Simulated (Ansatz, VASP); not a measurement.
# One calculation of SiO2, two programs

```xyz
15
Lattice="6.8871 0.0000 0.0000 0.0000 6.8871 0.0000 0.0000 0.0000 6.4001" Properties=species:S:1:pos:R:3 pbc="T T T"
Si    1.8543    0.0000    0.7636
Si    0.0000    5.0327    5.6365
Si    0.0000    1.8543    5.6365
Si    5.0327    0.0000    0.7636
Si    0.0000    0.0000    3.2001
O     1.3216    0.0000    2.2821
O     0.0000    5.5654    4.1180
O     0.0000    1.3216    4.1180
O     5.5654    0.0000    2.2821
O     1.3185    1.3185    0.0000
O     1.3185    5.5685    0.0000
O     5.5685    1.3185    0.0000
O     5.5685    5.5685    0.0000
O     3.4435    0.0000    0.7726
O     0.0000    3.4435    5.6275
```

Alike in both runs: functional LDA; k mesh 4 × 4 × 4; occupations gaussian, width 0.02 eV; no spin polarisation.

Ansatz relaxed the structure, and its values are those at the end. VASP's run is a single point on that final structure, the one shown.

```csv
,VASP,Ansatz
version,VASP 6.6.1,Ansatz 0.2.0
potentials or method,"VASP PAW LDA potentials, release 64 (Si, O), cutoff 520 eV","scalar-relativistic, plane waves, PAW"
valence electrons in the cell,80,80
```

```tsv
	VASP	Ansatz	Ansatz less VASP
gap on the k mesh at the Fermi level (eV)	5.64	5.64	0.000
least direct gap on the mesh (eV)	5.69	5.69	0.000
pressure (GPa)	0.4	0.0	-0.41
rms of the force components (eV/Å)	0.027	0.000	-0.0265
```

LDA's correlation is that of Perdew and Zunger in VASP and of Perdew and Wang (1992) in Ansatz.
